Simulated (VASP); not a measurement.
Wanted: the native input for a VASP 6.6.1 run.

```
Task                   : single point
Functional             : PBE
Potentials or basis    : VASP PAW PBE potentials, release 64 (Ga_d, Sb)
Cutoff                 : 520 eV
k mesh                 : 16 × 16 × 16
Occupations            : gaussian, width 0.15 eV
Spin                   : no spin polarisation
Dipole correction      : no
Further INCAR settings : ALGO = Normal; EDIFF = 1e-06; NBANDS = 16
```

The structure of GaSb lies in POSCAR:

```
GaSb
1.0
    0.0000000000      3.0292476159      3.1069206317
    3.0292476159      0.0000000000      3.1069206317
    3.0292476159      3.0292476159      0.0000000000
Ga Sb
1 1
Direct
    0.0000000000      0.0000000000      0.0000000000
    0.7500000000      0.7500000000      0.7500000000
```

This cell differs from its parent crystal: strain -0.025 along x and y, +0.000 along z.

These files were run (other wordings do the same):

INCAR

```
ALGO     = Normal         # electronic algorithm
EDIFF    = 1E-6           # SCF threshold, eV
ENCUT    = 520            # plane-wave cutoff, eV
GGA      = PE             # functional
ISIF     = 2              # what is computed and relaxed
ISMEAR   = 0              # smearing method
LASPH    = True           # aspherical terms in the spheres
LCHARG   = True           # write CHGCAR
LELF     = True           # ELF
LREAL    = False          # projectors in reciprocal space
LVHAR    = True         
LWAVE    = False          # write WAVECAR
NBANDS   = 16             # bands
NELM     = 80             # most SCF steps
PREC     = Accurate       # precision mode
SIGMA    = 0.15           # smearing width, eV
```

KPOINTS

```
k-points
0
Gamma
  16 16 16
```

Potentials or basis: VASP PAW PBE potentials, release 64 (Ga_d, Sb).

Run with:

```bash
$ cat potpaw_PBE.64/Ga_d/POTCAR potpaw_PBE.64/Sb/POTCAR > POTCAR
$ mpirun -np 1 vasp_std > vasp.out
```

Results of the run:

```
Pressure : 2.6 GPa
```

Caveat: the cell differs from its parent crystal (strain -0.025 along x and y, +0.000 along z).

It took 76 s on 1 thread of Intel(R) Xeon(R) 6975P-C (Granite Rapids), on a shared host, peak memory 0.44 GiB.
